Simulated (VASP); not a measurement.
# As (P6/mmm) in VASP: further runs

The runs below take As through single point, with PBE-based screened hybrid, PBEsol.

All numbers are computed with VASP 6.6.1; they aren't measurements. Logs are shortened: lines on timing, memory, paths and dates and some standing lists are left out, and cuts for length are marked.

**1. The cell of the first run**

The structure is hexagonal, space group P6/mmm (No. 191). Conventional cell: a = 4.566 Å, b = 4.566 Å, c = 2.834 Å, α = 90.00°, β = 90.00°, γ = 120.00°. As (site symmetry -6m2) has 5 As at 2.64 to 2.83 Å within 3.5 Å.

**2. Single point, PBE-based screened hybrid**

Contents of POSCAR:

```
As
1.0
    4.5664000000      0.0000000000      0.0000000000
   -2.2832000000      3.9546200000      0.0000000000
    0.0000000000      0.0000000000      2.8337400000
As
2
Direct
    0.3333300000      0.6666700000      0.0000000000
    0.6666700000      0.3333300000      0.0000000000
```

Contents of INCAR.step1:

```
SYSTEM = As
  ALGO = Normal
  EDIFF = 1E-5
  ENCUT = 520
  GGA = PE
  ISIF = 2
  ISMEAR = -1
  LASPH = .True.
  LREAL = .False.
  LWAVE = .True.
  NBANDS = 12
  NELM = 100
  PREC = Accurate
  SIGMA = 0.05
```

Contents of INCAR.step2:

```
SYSTEM = As
  AEXX = 0.5
  ALGO = Normal
  EDIFF = 1E-6
  ENCUT = 520
  GGA = PE
  HFSCREEN = 0.2
  ISIF = 2
  ISMEAR = -1
  ISTART = 1
  LASPH = .True.
  LCHARG = .True.
  LELF = .True.
  LHFCALC = .True.
  LREAL = .False.
  LVHAR = .True.
  LWAVE = .False.
  NBANDS = 12
  NELM = 100
  PREC = Accurate
  PRECFOCK = Normal
  SIGMA = 0.05
```

Contents of KPOINTS:

```
k-points
0
Gamma
  4 4 5
  0 0 0
```

Potentials or basis: VASP PAW PBE potentials, release 64 (As).

Command:

```console
> cat potpaw_PBE.64/As/POTCAR > POTCAR
> cp INCAR.step1 INCAR
> mpirun -np 1 vasp_std > vasp.out
> cp INCAR.step2 INCAR
> mpirun -np 1 vasp_std > vasp.out
```

OUTCAR:

```text
SYSTEM = As
   AEXX = 0.5
   EDIFF = 1E-6
   ENCUT = 520
   GGA = PE
   HFSCREEN = 0.2
   ISIF = 2
   ISMEAR = -1
   ISTART = 1
   LASPH = .True.
   LHFCALC = .True.
   LREAL = .False.
   NELM = 100
   PREC = Accurate
   PRECFOCK = Normal

 ion  position               nearest neighbor table
   1  0.333  0.667  0.000-   2 2.64   2 2.64   2 2.64
   2  0.667  0.333  0.000-   1 2.64   1 2.64   1 2.64

  LATTYP: Found a hexagonal cell.
 ALAT       =     4.5664000000
 C/A-ratio  =     0.6205632446

  Lattice vectors:

 A1 = (   4.5664000000,   0.0000000000,   0.0000000000)
 A2 = (  -2.2832000000,   3.9546200000,   0.0000000000)
 A3 = (   0.0000000000,   0.0000000000,   2.8337400000)

Analysis of symmetry for initial positions (statically):
=====================================================================
 Subroutine PRICEL returns:
 Original cell was already a primitive cell.

 Routine SETGRP: Setting up the symmetry group for a
 hexagonal supercell.

 Subroutine GETGRP returns: Found  8 space group operations
 (whereof  8 operations were pure point group operations)
 out of a pool of 24 trial point group operations.

The static configuration has the point symmetry D_2h.

Analysis of symmetry for dynamics (positions and initial velocities):
=====================================================================
 Subroutine PRICEL returns:
 Original cell was already a primitive cell.

 Routine SETGRP: Setting up the symmetry group for a
 hexagonal supercell.

 Subroutine GETGRP returns: Found  8 space group operations
 (whereof  8 operations were pure point group operations)
 out of a pool of 24 trial point group operations.

The dynamic configuration has the point symmetry D_2h.

 Subroutine INISYM returns: Found  8 space group operations
 (whereof  8 operations are pure point group operations),
 and found     1 'primitive' translations

----------------------------------------------------------------------------------------

                                     Primitive cell

  volume of cell :      51.1727

  direct lattice vectors                    reciprocal lattice vectors
     4.566400000  0.000000000  0.000000000     0.218990890  0.126434398  0.000000000
    -2.283200000  3.954620000  0.000000000     0.000000000  0.252868796  0.000000000
     0.000000000  0.000000000  2.833740000     0.000000000  0.000000000  0.352890526

  length of vectors
     4.566400000  4.566401382  2.833740000     0.252868873  0.252868796  0.352890526

  position of ions in fractional coordinates (direct lattice)
     0.333330000  0.666670000  0.000000000
     0.666670000  0.333330000  0.000000000

  ion indices of the primitive-cell ions
   primitive index   ion index
                 1           1
                 2           2

----------------------------------------------------------------------------------------

 KPOINTS: k-points

Automatic generation of k-mesh.
 Grid dimensions read from file:
 generate k-points for:    4    4    5

 Generating k-lattice:

  Cartesian coordinates                     Fractional coordinates (reciprocal lattice)
     0.054747722  0.031608600  0.000000000     0.250000000 -0.000000000  0.000000000
     0.000000000  0.063217199  0.000000000     0.000000000  0.250000000  0.000000000
     0.000000000  0.000000000  0.070578105     0.000000000  0.000000000  0.200000000

  Length of vectors
     0.063217218  0.063217199  0.070578105

  Shift w.r.t. Gamma in fractional coordinates (k-lattice)
     0.000000000  0.000000000  0.000000000

 Subroutine IBZKPT returns following result:
 ===========================================

 Found     21 irreducible k-points:

 Following reciprocal coordinates:
            Coordinates               Weight
  0.000000  0.000000  0.000000      1.000000
  0.250000 -0.000000  0.000000      4.000000
 -0.250000  0.250000  0.000000      2.000000
  0.500000 -0.000000  0.000000      2.000000
  0.500000  0.500000  0.000000      1.000000
  0.250000  0.250000  0.000000      2.000000
[... 13 lines left out ...]
  0.250000  0.250000  0.400000      4.000000
 -0.250000  0.500000  0.400000      8.000000
   k-points           NKPTS =     21   k-points in BZ     NKDIM =     80   number of bands    NBANDS=     12
   number of dos      NEDOS =    301   number of ions     NIONS =      2
   total plane-waves  NPLWV =  31104
   dimension x,y,z NGX =    36 NGY =   36 NGZ =   24
   dimension x,y,z NGXF=    72 NGYF=   72 NGZF=   48
   ions per type =               2
   NGX,Y,Z   is equivalent  to a cutoff of  13.11, 13.11, 14.08 a.u.
   NGXF,Y,Z  is equivalent  to a cutoff of  26.21, 26.21, 28.16 a.u.
 SYSTEM =  As
   PREC   = accura    normal or accurate (medium, high low for compatibility)
   ISTART =      1    job   : 0-new  1-cont  2-samecut
   ICHARG =      0    charge: 1-file 2-atom 10-const
   ISPIN  =      1    spin polarized calculation?
   LNONCOLLINEAR =      F non collinear calculations
   LSORBIT =      F    spin-orbit coupling
   LASPH  =      T    aspherical Exc in radial PAW
   ENCUT  =  520.0 eV  38.22 Ry    6.18 a.u.   8.49  8.49  5.27*2*pi/ulx,y,z
   NELM   =    100;   NELMIN=  2; NELMDL=  0     # of ELM steps
   EDIFF  = 0.1E-05   stopping-criterion for ELM
   LREAL  =      F    real-space projection
   EDIFFG = 0.1E-04   stopping-criterion for IOM
   NSW    =      0    number of steps for IOM
   IBRION =     -1    ionic relax: 0-MD 1-quasi-New 2-CG
   NFREE  =      0    steps in history (QN), initial steepest desc. (CG)
   ISIF   =      2    stress and relaxation
   ISYM   =      3    0-nonsym 1-usesym 2-fastsym
   POTIM  = 0.5000    time-step for ionic-motion
   TEBEG  =    0.0;   TEEND  =   0.0 temperature during run
   PSTRESS=    0.0 pullay stress
   NELECT =      10.0000    total number of electrons
   NUPDOWN=      -1.0000    fix difference up-down
   EMIN   =  10.00;   EMAX   =-10.00  energy-range for DOS
   EFERMI =   0.00;   METHOD = LEGACY
   ISMEAR =    -1;   SIGMA  =   0.05  broadening in eV -4-tet -1-fermi 0-gaus
   EFERMI_NEDOS =   21; number of points for ismear=-14 and -15
   IALGO  =     38    algorithm
   IMIX   =      1    mixing-type and parameters
     AMIX     =   0.40;   BMIX     =  1.00
     AMIX_MAG =   1.60;   BMIX_MAG =  1.00
  volume/ion in A,a.u.               =      25.59       172.67
  Fermi-wavevector in a.u.,A,eV,Ry     =   0.950011  1.795260 12.279540  0.902521
  Thomas-Fermi vector in A             =   2.078348
   LORBIT       =      0    0 simple, 1 ext, 2 COOP (PROOUT), +10 PAW based schemes
   GGA     = PE    functional components
   LHFCALC =     T    Hartree Fock is set to
   PRECFOCK=normal    Normal, Fast or Accurate (Low or Medium for compatibility)
   ENCUT4O =  -1.0   cutoff for four orbital integrals eV
   NKREDX  =     1    reduce k-point grid by
   NKREDY  =     1    reduce k-point grid by
   NKREDZ  =     1    reduce k-point grid by
   AEXX    =    0.5000 exact exchange contribution
   HFSCREEN=    0.2000 screening length (either q_TF or 0.3 A-1)
   HFSCREENC=   0.2000 screening length for correlation (either q_TF or 0.3 A-1)
   ENCUTFOCK=  -1.0 apply spherical cutoff to Coloumb kernel
   IVDW    =     0    specifies the selected vdW correction
   LEPSILON=     F    determine dielectric tensor
   LRPA    =     F    only Hartree local field effects (RPA)
 non-spin polarized calculation
  energy-cutoff  :      520.00
  volume of cell :       51.17
 maximum number of plane-waves:      1408
 NGX is ok and might be reduce to    36
  NGX = 28; NGY = 28; NGZ = 16

 number of electron       9.9999999 magnetization

 Free energy of the ion-electron system (eV)
  ---------------------------------------------------
  ext. energy  EPLUGINS =         0.00000000
  ---------------------------------------------------
  free energy    TOTEN  =       -12.26266883 eV

  energy without entropy =      -12.25192811  energy(sigma->0) =      -12.25729847

 E-fermi :   3.5246     XC(G=0):  -6.0252

 val. band max:        3.5080941947   @ k =   0.5000  -0.0000   0.2000
 cond. band min:       4.1716184791   @ k =   0.0000   0.0000   0.0000
 fundamental gap:      0.6635242844
 Fermi energy:         3.5246157706

 k-point     1 :       0.0000    0.0000    0.0000
  band No.  band energies     occupation
      1     -13.9535      2.00000
      2      -6.9089      2.00000
      3      -1.7624      2.00000
      4      -1.7620      2.00000
      5       4.1716      0.00000
      6       4.1721      0.00000
      7       7.6245      0.00000
      8       9.0901      0.00000
      9      12.5841      0.00000
     10      13.0514      0.00000
     11      19.8560      0.00000
     12      19.8562      0.00000

 k-point     2 :       0.2500   -0.0000    0.0000
  band No.  band energies     occupation
      1     -13.4156      2.00000
      2      -8.7333      2.00000
      3      -2.4036      2.00000
      4      -0.4500      2.00000
      5       4.4111      0.00000
      6       5.9156      0.00000
      7       8.1075      0.00000
      8      11.4495      0.00000
      9      11.6874      0.00000
     10      13.3523      0.00000
     11      15.7277      0.00000
     12      16.3590      0.00000

 k-point     3 :      -0.2500    0.2500    0.0000
  band No.  band energies     occupation
      1     -13.4157      2.00000
      2      -8.7332      2.00000
      3      -2.4038      2.00000
      4      -0.4500      2.00000
      5       4.4108      0.00000
      6       5.9158      0.00000
      7       8.1074      0.00000
      8      11.4495      0.00000
      9      11.6874      0.00000
     10      13.3523      0.00000
     11      15.7278      0.00000
     12      16.3591      0.00000
[... 241 lines left out ...]
 k-point    20 :       0.2500    0.2500    0.4000
  band No.  band energies     occupation
      1      -9.8425      2.00000
      2      -7.8331      2.00000
      3      -1.9192      2.00000
      4      -1.3496      2.00000
      5      -0.1782      2.00000
      6       4.3303      0.00000
      7       6.7084      0.00000
      8       8.4761      0.00000
      9      11.1573      0.00000
     10      12.5011      0.00000
     11      12.8346      0.00000
     12      14.3238      0.00000

 k-point    21 :      -0.2500    0.5000    0.4000
  band No.  band energies     occupation
      1      -9.8426      2.00000
      2      -7.8329      2.00000
      3      -1.9194      2.00000
      4      -1.3497      2.00000
      5      -0.1781      2.00000
      6       4.3305      0.00000
      7       6.7080      0.00000
      8       8.4760      0.00000
      9      11.1575      0.00000
     10      12.5014      0.00000
     11      12.8346      0.00000
     12      14.3237      0.00000

------------------------ aborting loop because EDIFF is reached ----------------------------------------

  FORCE on cell =-STRESS in cart. coord.  units (eV):
  Direction    XX          YY          ZZ          XY          YZ          ZX
  --------------------------------------------------------------------------------------
  -------------------------------------------------------------------------------------
  Total       -2.7759225     -2.7766870     -0.1366276     -0.0006602      0.0000000      0.0000000
  in kB      -86.9118918    -86.9358294     -4.2777000     -0.0206698      0.0000000      0.0000000
  external PRESSURE =     -59.3751404 kB  Pullay stress =       0.0000000 kB

 VOLUME and BASIS-vectors are now :
 -----------------------------------------------------------------------------
  energy-cutoff  :      520.00
  volume of cell :       51.17
      direct lattice vectors                 reciprocal lattice vectors
     4.566400000  0.000000000  0.000000000     0.218990890  0.126434398  0.000000000
    -2.283200000  3.954620000  0.000000000     0.000000000  0.252868796  0.000000000
     0.000000000  0.000000000  2.833740000     0.000000000  0.000000000  0.352890526

 POSITION                                       TOTAL-FORCE (eV/Angst)
 -----------------------------------------------------------------------------------
     -0.00002      2.63643      0.00000        -0.000226      0.000130      0.000000
      2.28322      1.31819      0.00000         0.000226     -0.000130      0.000000
 -----------------------------------------------------------------------------------
    total drift:                                0.000000      0.000000      0.000000

  FREE ENERGIE OF THE ION-ELECTRON SYSTEM (eV)
  ---------------------------------------------------
  free  energy   TOTEN  =       -12.2626688270 eV

  energy  without entropy=      -12.2519281080  energy(sigma->0) =      -12.25729847
```

Run time: 15 min. Hardware: 1 thread of Intel Xeon Platinum 8259CL at 2.50GHz (Skylake/Cascade Lake), shared host; peak memory 0.27 GiB.

Results:

| Item | Value |
| --- | --- |
| Free energy | -12.2627 eV |
| Pressure | -5.9 GPa |
| Band gap on the k mesh | zero (band 5 reaches 6.73 eV, above the bottom of band 6 at 2.24 eV) |

Stress tensor (GPa, compression positive):
```
-8.69  0.00  0.00
 0.00 -8.69  0.00
 0.00  0.00 -0.43
```

Caveat: the k points lie up to 0.44 Å⁻¹ apart; the PAW data sets were made with another functional, which shifts forces and pressure a little.

**3. Single point, PBEsol**

This run uses another cell than the first one, of 18.22 Å³/atom, 0.712 times its volume.

Contents of INCAR:

```
  PREC = Accurate
  ENCUT = 520
  EDIFF = 1E-7
  ISMEAR = -1
  SIGMA = 0.05
  LREAL = False
  LASPH = True
  NELM = 80
  ALGO = Normal
  ISIF = 2
  LWAVE = False
  LCHARG = True
  GGA = PS
  LELF = True
  LVHAR = True
  NBANDS = 12
```

Contents of KPOINTS:

```
regular mesh
0
Gamma
  7 7 9
```

Contents of POSCAR:

```
As
1.0
    4.0860676399      0.0000000000      0.0000000000
   -2.0430338199      3.5386383777      0.0000000000
    0.0000000000      0.0000000000      2.5203152908
As
2
Direct
    0.3333333333      0.6666666667      0.0000000000
    0.6666666667      0.3333333333      0.0000000000
```

Potentials or basis: VASP PAW PBE potentials, release 64 (As).

Command:

```console
> cat potpaw_PBE.64/As/POTCAR > POTCAR
> mpirun -np 1 vasp_std > vasp.out
```

OUTCAR:

```text
PREC = Accurate
   ENCUT = 520
   EDIFF = 1E-7
   ISMEAR = -1
   LREAL = False
   LASPH = True
   NELM = 80
   ISIF = 2
   GGA = PS

 ion  position               nearest neighbor table
   1  0.333  0.667  0.000-   2 2.36   2 2.36   2 2.36
   2  0.667  0.333  0.000-   1 2.36   1 2.36   1 2.36

  LATTYP: Found a hexagonal cell.
 ALAT       =     4.0860676399
 C/A-ratio  =     0.6168070411

  Lattice vectors:

 A1 = (   4.0860676399,   0.0000000000,   0.0000000000)
 A2 = (  -2.0430338199,   3.5386383777,   0.0000000000)
 A3 = (   0.0000000000,   0.0000000000,   2.5203152908)

Analysis of symmetry for initial positions (statically):
=====================================================================
 Subroutine PRICEL returns:
 Original cell was already a primitive cell.

 Routine SETGRP: Setting up the symmetry group for a
 hexagonal supercell.

 Subroutine GETGRP returns: Found 24 space group operations
 (whereof 24 operations were pure point group operations)
 out of a pool of 24 trial point group operations.

The static configuration has the point symmetry D_6h.

Analysis of symmetry for dynamics (positions and initial velocities):
[... 164 lines left out ...]

 k-point     1 :       0.0000    0.0000    0.0000
  band No.  band energies     occupation
      1      -9.9671      2.00000
      2      -1.1298      2.00000
      3       1.3131      2.00000
      4       1.3131      2.00000
      5       6.4697      2.00000
      6       6.4697      2.00000
      7      11.2885      0.00000
      8      12.0760      0.00000
      9      16.8235      0.00000
     10      18.5573      0.00000
     11      25.6693      0.00000
     12      25.7272      0.00000
[... 331 lines left out ...]
 k-point    24 :       0.2857    0.2857    0.2222
  band No.  band energies     occupation
      1      -6.7060      2.00000
      2      -5.5055      2.00000
      3      -0.0842      2.00000
      4       6.6887      2.00000
      5       6.7971      1.99998
      6       8.8853      0.00000
      7       8.9576      0.00000
      8      12.2035      0.00000
      9      15.2424      0.00000
     10      15.2450      0.00000
     11      20.4384      0.00000
     12      21.1408      0.00000

 [... further k-points ...]
[... 5 lines left out ...]
  --------------------------------------------------------------------------------------
  -------------------------------------------------------------------------------------
  Total        7.1039917      7.1039917      7.0553626      0.0000000      0.0000000     -0.0000000
  in kB      312.3319527    312.3319527    310.1939408      0.0000000      0.0000000     -0.0000000
  external PRESSURE =     311.6192820 kB  Pullay stress =       0.0000000 kB

 VOLUME and BASIS-vectors are now :
 -----------------------------------------------------------------------------
  energy-cutoff  :      520.00
  volume of cell :       36.44
      direct lattice vectors                 reciprocal lattice vectors
     4.086067640  0.000000000  0.000000000     0.244734079  0.141297286  0.000000000
    -2.043033820  3.538638378  0.000000000     0.000000000  0.282594573  0.000000000
     0.000000000  0.000000000  2.520315291     0.000000000  0.000000000  0.396775754

 POSITION                                       TOTAL-FORCE (eV/Angst)
 -----------------------------------------------------------------------------------
     -0.00000      2.35909      0.00000        -0.000000      0.000000     -0.000000
      2.04303      1.17955      0.00000         0.000000      0.000000      0.000000
 -----------------------------------------------------------------------------------
    total drift:                               -0.000000      0.000000      0.000000

  FREE ENERGIE OF THE ION-ELECTRON SYSTEM (eV)
  ---------------------------------------------------
  free  energy   TOTEN  =        -8.8391406142 eV

  energy  without entropy=       -8.8349675856  energy(sigma->0) =       -8.83705410
```

OSZICAR:

```text
N       E                     dE             d eps       ncg     rms          rms(c)
DAV:   1     0.302114819342E+02    0.30211E+02   -0.42576E+03   960   0.700E+02
DAV:   2    -0.739008433856E+01   -0.37602E+02   -0.35906E+02  1220   0.117E+02
DAV:   3    -0.893746394401E+01   -0.15474E+01   -0.15401E+01  1180   0.244E+01
DAV:   4    -0.894446337635E+01   -0.69994E-02   -0.69986E-02  1104   0.187E+00
DAV:   5    -0.894448497776E+01   -0.21601E-04   -0.21599E-04  1148   0.105E-01    0.545E+00
DAV:   6    -0.887127638266E+01    0.73209E-01   -0.35400E-02  1076   0.875E-01    0.325E+00
DAV:   7    -0.883928677170E+01    0.31990E-01   -0.59577E-02  1072   0.117E+00    0.147E-01
DAV:   8    -0.883913181811E+01    0.15495E-03   -0.18944E-03  1068   0.234E-01    0.208E-02
DAV:   9    -0.883913848935E+01   -0.66712E-05   -0.18615E-05  1188   0.291E-02    0.166E-02
DAV:  10    -0.883914052470E+01   -0.20354E-05   -0.25266E-06  1092   0.924E-03    0.254E-03
DAV:  11    -0.883914071046E+01   -0.18576E-06   -0.29053E-07  1144   0.266E-03    0.790E-04
DAV:  12    -0.883914059753E+01    0.11294E-06   -0.35576E-08   816   0.113E-03    0.158E-04
DAV:  13    -0.883914061423E+01   -0.16706E-07   -0.13607E-09   592   0.245E-04
   1 F= -.88391406E+01 E0= -.88370541E+01  d E =-.417303E-02
```

It took 14 s on 1 thread of Intel Xeon Platinum 8488C (Sapphire Rapids), shared host; peak memory 0.14 GiB.

Results:

- Free energy: -8.8391 eV
- Pressure: 31.2 GPa
- Band gap on the k mesh: zero (band 5 reaches 10.11 eV, above the bottom of band 6 at 6.03 eV)

Caveat: the PAW data sets were made with another functional, which shifts forces and pressure a little.

(Part 1 of 2 ends here.)
